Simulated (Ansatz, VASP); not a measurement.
Te in VASP and in Ansatz

Contents of INCAR:

```
SYSTEM = Te
  PREC = Accurate
  ENCUT = 520
  EDIFF = 1E-6
  ISMEAR = -1
  SIGMA = 0.05
  LREAL = .FALSE.
  LASPH = .TRUE.
  NELM = 100
  ALGO = Normal
  ISIF = 2
  LWAVE = .FALSE.
  LCHARG = .TRUE.
  GGA = PS
  LELF = .TRUE.
  LVHAR = .TRUE.
  NBANDS = 9
```

Contents of KPOINTS:

```
Automatic mesh
0
G
  8 8 8
  0 0 0
```

File POSCAR:

```
Te
1.0
    2.3059043427      1.3313144930      1.6909537039
   -2.3059043427      1.3313144930      1.6909537039
    0.0000000000     -2.6626289860      1.6909537039
Te
1
Direct
    0.5000000000      0.5000000000      0.5000000000
```

File input.yaml:

```yaml
crystal:
  lattice:
    - [2.3059043427, 1.331314493, 1.6909537039]
    - [-2.3059043427, 1.331314493, 1.6909537039]
    - [0.0, -2.662628986, 1.6909537039]
  atoms:
    - { symbol: Te, position: [0.5, 0.5, 0.5] }
hamiltonian:
  xc: pbesol
  pseudopotentials: { kind: paw }
kpoints:
  mp_grid: { grid: [8, 8, 8] }
scf:
  occupations: { method: fermi_dirac, width: 0.05 }
  n_extra_bands: 6
output:
  forces: true
  stress: true
  eigenvalues: true
  dos: { projected: false, de: 0.05, nscf_kmesh: { grid: [12, 12, 12] } }
```

Alike in both runs: functional PBEsol; k mesh 8 × 8 × 8; occupations fermi-dirac, width 0.05 eV; no spin polarisation.

|  | VASP | Ansatz |
| --- | --- | --- |
| version | VASP 6.6.1 | Ansatz 0.2.0 |
| potentials or method | VASP PAW PBE potentials, release 64 (Te) | Ansatz PAW |
| plane-wave cutoff (eV) | 520 | 420 |
| valence electrons in the cell | 6 | 16 |
| task | single point | density of states |

```tsv
	VASP	Ansatz	Ansatz less VASP
gap on the k mesh at the Fermi level (eV)	none	none	-
pressure (GPa)	0.1	0.0	-0.04
traceless stress, the component that is largest in VASP (GPa)	0.08	0.09	+0.016
```

VASP's potentials were made for PBE, not for PBEsol. A gap of «none» marks a metal or a gap that the smearing closes. With one functional, cell and mesh, what is left measures potentials, basis and numerics. VASP's potentials hold 6 valence electrons a cell and Ansatz's 16, so a difference there can come from the potentials and not from the codes.

Spin-orbit coupling is off throughout.
